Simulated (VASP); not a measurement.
# Tl (Fd-3m) in VASP: a series of runs

Aim: see how the results for Tl move with the level of theory and the settings. Levels: PBEsol, PBEsol+D3(BJ). Tasks: single point.

Program: VASP 6.6.1. These are calculated values, not measurements. Logs are shortened: lines on timing, memory, paths and dates and some standing lists are left out, and cuts for length are marked.

### Step 1. The cell of the first run

It takes space group Fd-3m (No. 227, cubic). Conventional cell: a = 5.068 Å, b = 5.068 Å, c = 5.068 Å, α = 90.00°, β = 90.00°, γ = 90.00°. Tl (site symmetry -43m) has 4 Tl at 2.19 Å within 2.9 Å.

This isn't the form of Tl at room conditions, which is hcp.

### Step 2. Single point, PBEsol (16.27 Å³/atom)

INCAR reads:

```
SYSTEM = Tl
PREC     = Accurate       ! precision mode
ENCUT    = 520            ! plane-wave cutoff, eV
EDIFF    = 1E-6           ! SCF threshold, eV
ISMEAR   = -1             ! smearing method
SIGMA    = 0.1            ! smearing width, eV
LREAL    = .False.        ! projectors in reciprocal space
LASPH    = .True.         ! aspherical terms in the spheres
NELM     = 60             ! most SCF steps
ALGO     = Normal         ! electronic algorithm
ISIF     = 2              ! what is computed and relaxed
LWAVE    = .False.        ! write WAVECAR
LCHARG   = .True.         ! write CHGCAR
GGA      = PS             ! functional
LELF     = .True.         ! ELF
LVHAR    = .True.       
NBANDS   = 20             ! bands
```

KPOINTS reads:

```
regular mesh
0
Gamma
  10 10 10
  0 0 0
```

POSCAR reads:

```
Tl
1.0
    0.0000000000      2.5337918558      2.5337918558
    2.5337918558      0.0000000000      2.5337918558
    2.5337918558      2.5337918558      0.0000000000
Tl
2
Direct
   -0.1250000000     -0.1250000000     -0.1250000000
    0.1250000000      0.1250000000      0.1250000000
```

Potentials or basis: VASP PAW PBE potentials, release 64 (Tl_d).

The run is started by

```
$ cat potpaw_PBE.64/Tl_d/POTCAR > POTCAR
$ mpirun -np 1 vasp_std > vasp.out
```

OUTCAR:

```text
SYSTEM = Tl
   PREC = Accurate
   ENCUT = 520
   EDIFF = 1E-6
   ISMEAR = -1
   LREAL = .False.
   LASPH = .True.
   NELM = 60
   ISIF = 2
   GGA = PS

 ion  position               nearest neighbor table
   1  0.875  0.875  0.875-   2 2.19   2 2.19   2 2.19   2 2.19
   2  0.125  0.125  0.125-   1 2.19   1 2.19   1 2.19   1 2.19

  LATTYP: Found a face centered cubic cell.
 ALAT       =     5.0675837116

  Lattice vectors:

 A1 = (   0.0000000000,   2.5337918558,   2.5337918558)
 A2 = (   2.5337918558,   0.0000000000,   2.5337918558)
 A3 = (   2.5337918558,   2.5337918558,   0.0000000000)

Analysis of symmetry for initial positions (statically):
=====================================================================
 Subroutine PRICEL returns:
 Original cell was already a primitive cell.

 Routine SETGRP: Setting up the symmetry group for a
 face centered cubic supercell.

 Subroutine GETGRP returns: Found 48 space group operations
 (whereof 12 operations were pure point group operations)
 out of a pool of 48 trial point group operations.

The static configuration has the point symmetry D_3d.
 The point group associated with its full space group is O_h .

Analysis of symmetry for dynamics (positions and initial velocities):
=====================================================================
 Subroutine PRICEL returns:
 Original cell was already a primitive cell.

 Routine SETGRP: Setting up the symmetry group for a
 face centered cubic supercell.

 Subroutine GETGRP returns: Found 48 space group operations
 (whereof 12 operations were pure point group operations)
 out of a pool of 48 trial point group operations.

The dynamic configuration has the point symmetry D_3d.
 The point group associated with its full space group is O_h .

 Subroutine INISYM returns: Found 48 space group operations
 (whereof 12 operations are pure point group operations),
 and found     1 'primitive' translations

----------------------------------------------------------------------------------------

                                     Primitive cell

  volume of cell :      32.5344

  direct lattice vectors                    reciprocal lattice vectors
     0.000000000  2.533791856  2.533791856    -0.197332705  0.197332705  0.197332705
     2.533791856  0.000000000  2.533791856     0.197332705 -0.197332705  0.197332705
     2.533791856  2.533791856  0.000000000     0.197332705  0.197332705 -0.197332705

  length of vectors
     3.583322807  3.583322807  3.583322807     0.341790270  0.341790270  0.341790270

  position of ions in fractional coordinates (direct lattice)
     0.875000000  0.875000000  0.875000000
     0.125000000  0.125000000  0.125000000

  ion indices of the primitive-cell ions
   primitive index   ion index
                 1           1
                 2           2

----------------------------------------------------------------------------------------

 KPOINTS: regular mesh

Automatic generation of k-mesh.
 Grid dimensions read from file:
 generate k-points for:   10   10   10

 Generating k-lattice:

  Cartesian coordinates                     Fractional coordinates (reciprocal lattice)
    -0.019733270  0.019733270  0.019733270     0.100000000  0.000000000  0.000000000
     0.019733270 -0.019733270  0.019733270     0.000000000  0.100000000  0.000000000
     0.019733270  0.019733270 -0.019733270     0.000000000  0.000000000  0.100000000

  Length of vectors
     0.034179027  0.034179027  0.034179027

  Shift w.r.t. Gamma in fractional coordinates (k-lattice)
     0.000000000  0.000000000  0.000000000

 Subroutine IBZKPT returns following result:
 ===========================================

 Found     47 irreducible k-points:

 Following reciprocal coordinates:
            Coordinates               Weight
  0.000000  0.000000  0.000000      1.000000
  0.100000  0.000000  0.000000      8.000000
  0.200000  0.000000  0.000000      8.000000
  0.300000  0.000000  0.000000      8.000000
  0.400000  0.000000  0.000000      8.000000
  0.500000  0.000000  0.000000      4.000000
[... 16 lines left out ...]
  0.300000  0.300000  0.000000      6.000000
  0.400000  0.300000  0.000000     24.000000
 [... further k-points ...]
   k-points           NKPTS =     47   k-points in BZ     NKDIM =     47   number of bands    NBANDS=     20
   number of dos      NEDOS =    301   number of ions     NIONS =      2
   total plane-waves  NPLWV =  21952
   dimension x,y,z NGX =    28 NGY =   28 NGZ =   28
   dimension x,y,z NGXF=    56 NGYF=   56 NGZF=   56
   ions per type =               2
   NGX,Y,Z   is equivalent  to a cutoff of  12.99, 12.99, 12.99 a.u.
   NGXF,Y,Z  is equivalent  to a cutoff of  25.98, 25.98, 25.98 a.u.
 SYSTEM =  Tl
   PREC   = accura    normal or accurate (medium, high low for compatibility)
   ISTART =      0    job   : 0-new  1-cont  2-samecut
   ICHARG =      2    charge: 1-file 2-atom 10-const
   ISPIN  =      1    spin polarized calculation?
   LNONCOLLINEAR =      F non collinear calculations
   LSORBIT =      F    spin-orbit coupling
   LASPH  =      T    aspherical Exc in radial PAW
   ENCUT  =  520.0 eV  38.22 Ry    6.18 a.u.   6.66  6.66  6.66*2*pi/ulx,y,z
   NELM   =     60;   NELMIN=  2; NELMDL= -5     # of ELM steps
   EDIFF  = 0.1E-05   stopping-criterion for ELM
   LREAL  =      F    real-space projection
   EDIFFG = 0.1E-04   stopping-criterion for IOM
   NSW    =      0    number of steps for IOM
   IBRION =     -1    ionic relax: 0-MD 1-quasi-New 2-CG
   NFREE  =      0    steps in history (QN), initial steepest desc. (CG)
   ISIF   =      2    stress and relaxation
   ISYM   =      2    0-nonsym 1-usesym 2-fastsym
   POTIM  = 0.5000    time-step for ionic-motion
   TEBEG  =    0.0;   TEEND  =   0.0 temperature during run
   PSTRESS=    0.0 pullay stress
   NELECT =      26.0000    total number of electrons
   NUPDOWN=      -1.0000    fix difference up-down
   EMIN   =  10.00;   EMAX   =-10.00  energy-range for DOS
   EFERMI =   0.00;   METHOD = LEGACY
   ISMEAR =    -1;   SIGMA  =   0.10  broadening in eV -4-tet -1-fermi 0-gaus
   EFERMI_NEDOS =   21; number of points for ismear=-14 and -15
   IALGO  =     38    algorithm
   IMIX   =      4    mixing-type and parameters
     AMIX     =   0.40;   BMIX     =  1.00
     AMIX_MAG =   1.60;   BMIX_MAG =  1.00
  volume/ion in A,a.u.               =      16.27       109.78
  Fermi-wavevector in a.u.,A,eV,Ry     =   1.519212  2.870894 31.402311  2.308005
  Thomas-Fermi vector in A             =   2.628228
   LORBIT       =      0    0 simple, 1 ext, 2 COOP (PROOUT), +10 PAW based schemes
   GGA     = PS    functional components
   LHFCALC =     F    Hartree Fock is set to
   AEXX    =    0.0000 exact exchange contribution
   IVDW    =     0    specifies the selected vdW correction
   LEPSILON=     F    determine dielectric tensor
   LRPA    =     F    only Hartree local field effects (RPA)
 non-spin polarized calculation
  energy-cutoff  :      520.00
  volume of cell :       32.53
 maximum number of plane-waves:       895
   NGX = 13   NGY = 13   NGZ = 13

 number of electron      26.0000002 magnetization

 Free energy of the ion-electron system (eV)
  ---------------------------------------------------
  ext. energy  EPLUGINS =         0.00000000
  ---------------------------------------------------
  free energy    TOTEN  =         8.55420953 eV

  energy without entropy =        8.57660289  energy(sigma->0) =        8.56540621

 E-fermi :  14.8923     XC(G=0): -13.1971

 val. band max:       14.8721144252   @ k =   0.3000   0.3000   0.0000
 cond. band min:      14.9217138626   @ k =   0.3000   0.2000   0.1000
 fundamental gap:      0.0495994374
 Fermi energy:        14.8923395988

 k-point     1 :       0.0000    0.0000    0.0000
  band No.  band energies     occupation
      1      -1.8213      2.00000
      2      -1.8213      2.00000
      3      -1.8055      2.00000
      4      -1.8055      2.00000
      5      -1.8055      2.00000
      6      -1.6033      2.00000
[... 12 lines left out ...]
     19      23.0624      0.00000
     20      24.4639      0.00000

 k-point     2 :       0.1000    0.0000    0.0000
  band No.  band energies     occupation
      1      -2.0591      2.00000
      2      -2.0591      2.00000
      3      -1.8198      2.00000
      4      -1.5152      2.00000
      5      -1.5152      2.00000
      6      -1.4479      2.00000
[... 12 lines left out ...]
     19      24.2252      0.00000
     20      24.4301      0.00000

 k-point     3 :       0.2000    0.0000    0.0000
  band No.  band energies     occupation
      1      -2.1995      2.00000
      2      -2.1995      2.00000
      3      -1.8633      2.00000
      4      -1.2627      2.00000
      5      -1.2627      2.00000
      6      -1.0804      2.00000
[... 12 lines left out ...]
     19      24.4654      0.00000
     20      25.5654      0.00000

 k-point     4 :       0.3000    0.0000    0.0000
  band No.  band energies     occupation
      1      -2.2234      2.00000
      2      -2.2234      2.00000
      3      -1.9175      2.00000
      4      -1.1631      2.00000
      5      -1.1631      2.00000
      6      -0.7979      2.00000
[... 12 lines left out ...]
     19      26.4907      0.00000
     20      26.7742      0.00000

 k-point     5 :       0.4000    0.0000    0.0000
  band No.  band energies     occupation
      1      -2.1652      2.00000
      2      -2.1652      2.00000
      3      -1.9599      2.00000
      4      -1.2165      2.00000
      5      -1.2165      2.00000
      6      -0.7380      2.00000
[... 12 lines left out ...]
     19      27.7852      0.00000
     20      27.7852      0.00000

 k-point     6 :       0.5000    0.0000    0.0000
  band No.  band energies     occupation
      1      -2.1201      2.00000
      2      -2.1201      2.00000
      3      -1.9757      2.00000
      4      -1.2723      2.00000
      5      -1.2723      2.00000
      6      -0.7468      2.00000
[... 12 lines left out ...]
     19      28.2406      0.00000
     20      28.2406      0.00000

 k-point     7 :       0.1000    0.1000    0.0000
  band No.  band energies     occupation
      1      -2.2240      2.00000
      2      -1.8408      2.00000
      3      -1.8408      2.00000
      4      -1.7120      2.00000
      5      -1.3982      2.00000
      6      -1.3046      2.00000
[... 12 lines left out ...]
     19      24.7609      0.00000
     20      24.9513      0.00000
[... 277 lines left out ...]
 k-point    20 :      -0.4000    0.2000    0.0000
  band No.  band energies     occupation
      1      -2.5991      2.00000
      2      -2.3280      2.00000
      3      -1.7213      2.00000
      4      -0.9159      2.00000
      5      -0.7067      2.00000
      6      -0.5627      2.00000
[... 12 lines left out ...]
     19      28.0551      0.00000
     20      28.2316      0.00000

 k-point    21 :      -0.3000    0.2000    0.0000
  band No.  band energies     occupation
      1      -2.4756      2.00000
      2      -2.4409      2.00000
      3      -1.6025      2.00000
      4      -1.2270      2.00000
      5      -0.6548      2.00000
      6      -0.4419      2.00000
[... 12 lines left out ...]
     19      26.7207      0.00000
     20      29.2115      0.00000

 k-point    22 :      -0.2000    0.2000    0.0000
  band No.  band energies     occupation
      1      -2.4723      2.00000
      2      -2.2614      2.00000
      3      -1.7311      2.00000
      4      -1.3244      2.00000
      5      -0.7003      2.00000
      6      -0.5939      2.00000
[... 12 lines left out ...]
     19      25.1408      0.00000
     20      28.2200      0.00000

 k-point    23 :       0.3000    0.3000    0.0000
  band No.  band energies     occupation
      1      -2.5916      2.00000
      2      -2.0483      2.00000
      3      -2.0483      2.00000
      4      -0.9398      2.00000
      5      -0.8777      2.00000
      6      -0.1466      2.00000
[... 12 lines left out ...]
     19      30.1025      0.00000
     20      30.5002      0.00000

 k-point    24 :       0.4000    0.3000    0.0000
  band No.  band energies     occupation
      1      -2.5884      2.00000
      2      -2.1115      2.00000
      3      -2.0897      2.00000
      4      -1.1198      2.00000
      5      -0.5899      2.00000
      6       0.0727      2.00000
[... 12 lines left out ...]
     19      29.7652      0.00000
     20      30.5344      0.00000

 [... further k-points ...]

------------------------ aborting loop because EDIFF is reached ----------------------------------------

  FORCE on cell =-STRESS in cart. coord.  units (eV):
  Direction    XX          YY          ZZ          XY          YZ          ZX
  --------------------------------------------------------------------------------------
  -------------------------------------------------------------------------------------
  Total       45.4795770     45.4795770     45.4795770     -0.0000000     -0.0000000      0.0000000
  in kB     2239.6708403   2239.6708403   2239.6708403     -0.0000000     -0.0000000      0.0000000
  external PRESSURE =    2239.6708403 kB  Pullay stress =       0.0000000 kB

 VOLUME and BASIS-vectors are now :
 -----------------------------------------------------------------------------
  energy-cutoff  :      520.00
  volume of cell :       32.53
      direct lattice vectors                 reciprocal lattice vectors
     0.000000000  2.533791856  2.533791856    -0.197332705  0.197332705  0.197332705
     2.533791856  0.000000000  2.533791856     0.197332705 -0.197332705  0.197332705
     2.533791856  2.533791856  0.000000000     0.197332705  0.197332705 -0.197332705

 POSITION                                       TOTAL-FORCE (eV/Angst)
 -----------------------------------------------------------------------------------
      4.43414      4.43414      4.43414        -0.000000      0.000000      0.000000
      0.63345      0.63345      0.63345         0.000000     -0.000000     -0.000000
 -----------------------------------------------------------------------------------
    total drift:                                0.000000     -0.000000     -0.000000

  FREE ENERGIE OF THE ION-ELECTRON SYSTEM (eV)
  ---------------------------------------------------
  free  energy   TOTEN  =         8.5542095315 eV

  energy  without entropy=        8.5766028945  energy(sigma->0) =        8.56540621
```

Wall time 34 s (1 thread of Intel Xeon 8259CL, shared host); peak memory 0.17 GiB.

Results:

```yaml
Free_energy: 8.5542 eV
Pressure: 224.0 GPa
Band_gap_on_the_k_mesh: zero (bands 13 and 14 overlap by 10.23 eV)
```

Levels at points of the mesh, in eV from the Fermi level:
```tsv
k point	band 9	band 10	band 11	band 12	band 13	band 14	band 15	band 16	band 17	band 18
(0.00, 0.00, 0.00)	-13.18	-11.53	-11.53	6.38	6.79	7.46	7.46	7.46	8.17	8.17
(0.50, 0.00, 0.00)	-11.74	-11.74	-8.79	-8.78	2.80	2.80	5.50	7.43	9.21	9.21
(0.50, 0.50, 0.00)	-11.44	-11.44	-7.27	-7.27	-2.13	-2.13	4.46	4.46	16.29	16.29
```

Caveat: the cell stands under pressure; the PAW data sets were made with another functional, which shifts forces and pressure a little; spin-orbit coupling is left out, which moves the levels of the heavy elements.

(Part 1 of 2 ends here.)
